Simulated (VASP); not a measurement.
# Cu2H3 (P4mm) in VASP: a series of runs

Runs on Cu2H3. Level: PBE. Tasks: single point, relaxation of cell and atoms.

Everything below comes from runs of VASP 6.6.1. Logs are shortened: lines on timing, memory, paths and dates and some standing lists are left out, and cuts for length are marked.

**1. The cell of the first run**

Symmetry: P4mm, No. 99, tetragonal system. Conventional cell: a = 2.843 Å, b = 2.843 Å, c = 4.475 Å, α = 90.00°, β = 90.00°, γ = 90.00°. Cu (site symmetry 4mm) has 5 H at 1.66 to 1.68 Å within 2.2 Å. Within 2.7 Å of Cu (site symmetry 4mm) lie 8 H at 2.01 to 2.29 Å and 4 Cu at 2.70 Å. Within 2.3 Å of H (site symmetry 2mm) lie 4 Cu at 1.68 to 2.29 Å and 4 H at 2.01 Å. H (site symmetry 4mm) has 5 Cu at 1.66 to 2.01 Å within 2.2 Å.

The cell was generated, and may not be a known phase.

**2. Single point, PBE**

Input file INCAR:

```
PREC = Accurate
ENCUT = 520
EDIFF = 1E-6
ISMEAR = 0
SIGMA = 0.1
LREAL = F
LASPH = T
NELM = 80
ALGO = Normal
ISIF = 2
LWAVE = F
LCHARG = F
GGA = PE
NBANDS = 20
```

Input file KPOINTS:

```
Automatic mesh
0
Gamma
  6 6 4
```

Input file POSCAR:

```
Cu2H3
1.0
    2.8428562744      0.0000000000      0.0000000000
    0.0000000000      2.8428562744      0.0000000000
    0.0000000000      0.0000000000      4.4747942808
Cu H
2 3
Direct
    0.0000000000      0.0000000000      0.7294378254
    0.5000000000      0.5000000000      0.3273787160
    0.5000000000      0.0000000000      0.9275567773
    0.0000000000      0.5000000000      0.9275567773
    0.0000000000      0.0000000000      0.3580698240
```

Potentials or basis: VASP PAW PBE potentials, release 64 (Cu, H).

Command:

```bash
$ cat potpaw_PBE.64/Cu/POTCAR potpaw_PBE.64/H/POTCAR > POTCAR
$ mpirun -np 1 vasp_std > vasp.out
```

OUTCAR:

```text
PREC = Accurate
   ENCUT = 520
   EDIFF = 1E-6
   ISMEAR = 0
   LREAL = F
   LASPH = T
   NELM = 80
   ISIF = 2
   GGA = PE

 ion  position               nearest neighbor table
   1  0.000  0.000  0.729-   5 1.66   4 1.68   3 1.68   4 1.68   3 1.68   2 2.70   2 2.70   2 2.70
                             2 2.70
   2  0.500  0.500  0.327-   1 2.70   1 2.70   1 2.70   1 2.70
   3  0.500  0.000  0.928-   1 1.68   1 1.68
   4  0.000  0.500  0.928-   1 1.68   1 1.68
   5  0.000  0.000  0.358-   1 1.66

  LATTYP: Found a simple tetragonal cell.
 ALAT       =     2.8428562744
 C/A-ratio  =     1.5740487203

  Lattice vectors:

 A1 = (   2.8428562744,   0.0000000000,   0.0000000000)
 A2 = (   0.0000000000,   2.8428562744,   0.0000000000)
 A3 = (   0.0000000000,   0.0000000000,   4.4747942808)

Analysis of symmetry for initial positions (statically):
=====================================================================
 Subroutine PRICEL returns:
 Original cell was already a primitive cell.

 Routine SETGRP: Setting up the symmetry group for a
 simple tetragonal supercell.

 Subroutine GETGRP returns: Found  8 space group operations
 (whereof  8 operations were pure point group operations)
 out of a pool of 16 trial point group operations.

The static configuration has the point symmetry C_4v.

Analysis of symmetry for dynamics (positions and initial velocities):
=====================================================================
 Subroutine PRICEL returns:
 Original cell was already a primitive cell.

 Routine SETGRP: Setting up the symmetry group for a
 simple tetragonal supercell.

 Subroutine GETGRP returns: Found  8 space group operations
 (whereof  8 operations were pure point group operations)
 out of a pool of 16 trial point group operations.

The dynamic configuration has the point symmetry C_4v.

 Subroutine INISYM returns: Found  8 space group operations
 (whereof  8 operations are pure point group operations),
 and found     1 'primitive' translations

----------------------------------------------------------------------------------------

                                     Primitive cell

  volume of cell :      36.1645

  direct lattice vectors                    reciprocal lattice vectors
     2.842856274  0.000000000  0.000000000     0.351758901  0.000000000  0.000000000
     0.000000000  2.842856274  0.000000000     0.000000000  0.351758901  0.000000000
     0.000000000  0.000000000  4.474794281     0.000000000  0.000000000  0.223473960

  length of vectors
     2.842856274  2.842856274  4.474794281     0.351758901  0.351758901  0.223473960

  position of ions in fractional coordinates (direct lattice)
     0.000000000  0.000000000  0.729437825
     0.500000000  0.500000000  0.327378716
     0.500000000  0.000000000  0.927556777
     0.000000000  0.500000000  0.927556777
     0.000000000  0.000000000  0.358069824

  ion indices of the primitive-cell ions
   primitive index   ion index
                 1           1
                 2           2
                 3           3
                 4           4
                 5           5

----------------------------------------------------------------------------------------

 KPOINTS: Automatic mesh

Automatic generation of k-mesh.
 Grid dimensions read from file:
 generate k-points for:    6    6    4

 Generating k-lattice:

  Cartesian coordinates                     Fractional coordinates (reciprocal lattice)
     0.058626484  0.000000000  0.000000000     0.166666667  0.000000000  0.000000000
     0.000000000  0.058626484  0.000000000     0.000000000  0.166666667  0.000000000
     0.000000000  0.000000000  0.055868490     0.000000000  0.000000000  0.250000000

  Length of vectors
     0.058626484  0.058626484  0.055868490

  Shift w.r.t. Gamma in fractional coordinates (k-lattice)
     0.000000000  0.000000000  0.000000000

 Subroutine IBZKPT returns following result:
 ===========================================

 Found     30 irreducible k-points:

 Following reciprocal coordinates:
            Coordinates               Weight
  0.000000  0.000000  0.000000      1.000000
  0.166667  0.000000  0.000000      4.000000
  0.333333  0.000000  0.000000      4.000000
  0.500000  0.000000  0.000000      2.000000
  0.166667  0.166667  0.000000      4.000000
  0.333333  0.166667  0.000000      8.000000
[... 16 lines left out ...]
  0.333333  0.000000  0.500000      4.000000
  0.500000  0.000000  0.500000      2.000000
 [... further k-points ...]
   k-points           NKPTS =     30   k-points in BZ     NKDIM =     30   number of bands    NBANDS=     20
   number of dos      NEDOS =    301   number of ions     NIONS =      5
   total plane-waves  NPLWV =  20736
   dimension x,y,z NGX =    24 NGY =   24 NGZ =   36
   dimension x,y,z NGXF=    48 NGYF=   48 NGZF=   72
   ions per type =               2   3
   NGX,Y,Z   is equivalent  to a cutoff of  14.03, 14.03, 13.37 a.u.
   NGXF,Y,Z  is equivalent  to a cutoff of  28.07, 28.07, 26.75 a.u.
 SYSTEM =  unknown system
   PREC   = accura    normal or accurate (medium, high low for compatibility)
   ISTART =      0    job   : 0-new  1-cont  2-samecut
   ICHARG =      2    charge: 1-file 2-atom 10-const
   ISPIN  =      1    spin polarized calculation?
   LNONCOLLINEAR =      F non collinear calculations
   LSORBIT =      F    spin-orbit coupling
   LASPH  =      T    aspherical Exc in radial PAW
   ENCUT  =  520.0 eV  38.22 Ry    6.18 a.u.   5.29  5.29  8.32*2*pi/ulx,y,z
   NELM   =     80;   NELMIN=  2; NELMDL= -5     # of ELM steps
   EDIFF  = 0.1E-05   stopping-criterion for ELM
   LREAL  =      F    real-space projection
   EDIFFG = 0.1E-04   stopping-criterion for IOM
   NSW    =      0    number of steps for IOM
   IBRION =     -1    ionic relax: 0-MD 1-quasi-New 2-CG
   NFREE  =      0    steps in history (QN), initial steepest desc. (CG)
   ISIF   =      2    stress and relaxation
   ISYM   =      2    0-nonsym 1-usesym 2-fastsym
   POTIM  = 0.5000    time-step for ionic-motion
   TEBEG  =    0.0;   TEEND  =   0.0 temperature during run
   PSTRESS=    0.0 pullay stress
   NELECT =      25.0000    total number of electrons
   NUPDOWN=      -1.0000    fix difference up-down
   EMIN   =  10.00;   EMAX   =-10.00  energy-range for DOS
   EFERMI =   0.00;   METHOD = LEGACY
   ISMEAR =     0;   SIGMA  =   0.10  broadening in eV -4-tet -1-fermi 0-gaus
   EFERMI_NEDOS =   21; number of points for ismear=-14 and -15
   IALGO  =     38    algorithm
   IMIX   =      4    mixing-type and parameters
     AMIX     =   0.40;   BMIX     =  1.00
     AMIX_MAG =   1.60;   BMIX_MAG =  1.00
  volume/ion in A,a.u.               =       7.23        48.81
  Fermi-wavevector in a.u.,A,eV,Ry     =   1.447529  2.735433 28.508826  2.095340
  Thomas-Fermi vector in A             =   2.565473
   LORBIT       =      0    0 simple, 1 ext, 2 COOP (PROOUT), +10 PAW based schemes
   GGA     = PE    functional components
   LHFCALC =     F    Hartree Fock is set to
   AEXX    =    0.0000 exact exchange contribution
   IVDW    =     0    specifies the selected vdW correction
   LEPSILON=     F    determine dielectric tensor
   LRPA    =     F    only Hartree local field effects (RPA)
 non-spin polarized calculation
 Gauss-broadening in eV      SIGMA  =   0.10
  energy-cutoff  :      520.00
  volume of cell :       36.16
 maximum number of plane-waves:       993
 NGX is ok and might be reduce to    24
   NGX = 11   NGY = 11   NGZ = 17

 number of electron      24.9999974 magnetization

 Free energy of the ion-electron system (eV)
  ---------------------------------------------------
  ext. energy  EPLUGINS =         0.00000000
  ---------------------------------------------------
  free energy    TOTEN  =       -15.59374582 eV

  energy without entropy =      -15.58660016  energy(sigma->0) =      -15.59017299

 E-fermi :   5.4288     XC(G=0): -11.5603

 val. band max:        5.3602177104   @ k =   0.3333   0.1667   0.2500
 cond. band min:       5.4374273484   @ k =   0.3333   0.3333   0.0000
 fundamental gap:      0.0772096381
 Fermi energy:         5.4288342560

 k-point     1 :       0.0000    0.0000    0.0000
  band No.  band energies     occupation
      1      -5.8638      2.00000
      2      -1.5950      2.00000
      3       0.2255      2.00000
      4       1.6254      2.00000
      5       1.8258      2.00000
      6       1.8258      2.00000
[... 12 lines left out ...]
     19      21.6393      0.00000
     20      21.6461      0.00000

 k-point     2 :       0.1667    0.0000    0.0000
  band No.  band energies     occupation
      1      -5.3739      2.00000
      2      -1.3053      2.00000
      3       0.2521      2.00000
      4       1.3900      2.00000
      5       1.8514      2.00000
      6       1.8840      2.00000
[... 12 lines left out ...]
     19      18.6622      0.00000
     20      22.2745      0.00000

 k-point     3 :       0.3333    0.0000    0.0000
  band No.  band energies     occupation
      1      -3.9998      2.00000
      2      -0.7524      2.00000
      3       0.1033      2.00000
      4       1.1259      2.00000
      5       1.7618      2.00000
      6       1.8870      2.00000
[... 12 lines left out ...]
     19      18.1841      0.00000
     20      21.4868      0.00000

 k-point     4 :       0.5000    0.0000    0.0000
  band No.  band energies     occupation
      1      -2.5740      2.00000
      2      -1.2456      2.00000
      3       0.2291      2.00000
      4       0.7911      2.00000
      5       1.6348      2.00000
      6       1.8917      2.00000
[... 429 lines left out ...]
 k-point    23 :       0.3333    0.0000    0.5000
  band No.  band energies     occupation
      1      -2.7514      2.00000
      2      -2.2453      2.00000
      3       0.0232      2.00000
      4       1.1705      2.00000
      5       1.6337      2.00000
      6       1.8314      2.00000
[... 12 lines left out ...]
     19      18.6699      0.00000
     20      19.2742      0.00000

 k-point    24 :       0.5000    0.0000    0.5000
  band No.  band energies     occupation
      1      -1.4182      2.00000
      2      -1.1347      2.00000
      3      -1.1099      2.00000
      4       1.2667      2.00000
      5       1.6865      2.00000
      6       1.7943      2.00000
[... 12 lines left out ...]
     19      20.2457      0.00000
     20      20.2628      0.00000

 [... further k-points ...]

------------------------ aborting loop because EDIFF is reached ----------------------------------------

  FORCE on cell =-STRESS in cart. coord.  units (eV):
  Direction    XX          YY          ZZ          XY          YZ          ZX
  --------------------------------------------------------------------------------------
  -------------------------------------------------------------------------------------
  Total       -0.0029156     -0.0029156      0.0543970      0.0000000      0.0000000     -0.0000000
  in kB       -0.1291679     -0.1291679      2.4099218      0.0000000      0.0000000     -0.0000000
  external PRESSURE =       0.7171954 kB  Pullay stress =       0.0000000 kB

 VOLUME and BASIS-vectors are now :
 -----------------------------------------------------------------------------
  energy-cutoff  :      520.00
  volume of cell :       36.16
      direct lattice vectors                 reciprocal lattice vectors
     2.842856274  0.000000000  0.000000000     0.351758901  0.000000000  0.000000000
     0.000000000  2.842856274  0.000000000     0.000000000  0.351758901  0.000000000
     0.000000000  0.000000000  4.474794281     0.000000000  0.000000000  0.223473960

 POSITION                                       TOTAL-FORCE (eV/Angst)
 -----------------------------------------------------------------------------------
      0.00000      0.00000      3.26408        -0.000000      0.000000      0.010956
      1.42143      1.42143      1.46495        -0.000000      0.000000     -0.019001
      1.42143      0.00000      4.15063        -0.000000     -0.000000      0.010067
      0.00000      1.42143      4.15063        -0.000000      0.000000      0.010067
      0.00000      0.00000      1.60229         0.000000      0.000000     -0.012089
 -----------------------------------------------------------------------------------
    total drift:                                0.000000      0.000000      0.000955

  FREE ENERGIE OF THE ION-ELECTRON SYSTEM (eV)
  ---------------------------------------------------
  free  energy   TOTEN  =       -15.5937458192 eV

  energy  without entropy=      -15.5866001648  energy(sigma->0) =      -15.59017299
```

Wall time 24 s (1 thread of Intel Xeon Platinum 8259CL at 2.50GHz (Skylake/Cascade Lake), shared host); peak memory 0.16 GiB.

Results:

| Quantity | Value |
| --- | --- |
| Free energy | -15.5937 eV |
| Pressure | 0.1 GPa |
| Largest force | 0.019 eV/Å |
| Band gap on the k mesh | zero (an odd number of electrons rules out a gap without spin polarisation) |

Forces in eV/Å, atoms in the order of the input:
```
Cu   0.000  0.000  0.011
Cu   0.000  0.000 -0.019
H    0.000  0.000  0.010
H    0.000  0.000  0.010
H    0.000  0.000 -0.012
```

Levels at points of the mesh, in eV from the Fermi level:
```csv
k point,band 9,band 10,band 11,band 12,band 13,band 14,band 15,band 16
"(0.00, 0.00, 0.00)",-2.44,-2.40,-2.40,-2.39,0.30,4.24,8.63,8.71
"(0.50, 0.00, 0.00)",-2.79,-2.52,-2.42,-1.86,-1.02,3.38,4.01,5.48
"(0.50, 0.50, 0.00)",-2.35,-2.31,-2.31,-2.15,0.73,3.64,5.06,5.26
"(0.00, 0.00, 0.50)",-2.78,-2.54,-2.54,-2.46,4.24,5.55,7.08,10.64
"(0.50, 0.00, 0.50)",-2.80,-2.68,-2.37,-2.35,-1.49,0.13,8.23,10.11
"(0.50, 0.50, 0.50)",-2.50,-2.15,-0.46,-0.46,0.68,2.30,2.30,3.41
```

Caveat: the k points lie up to 0.37 Å⁻¹ apart, too coarse for converged energies and pressures of a metal; an odd number of electrons without spin polarisation forces a metal; a magnetic or distorted state may lie lower.

(Part 1 of 2 ends here.)

The gap in the log of VASP goes by the Fermi energy; the results here count the filled bands.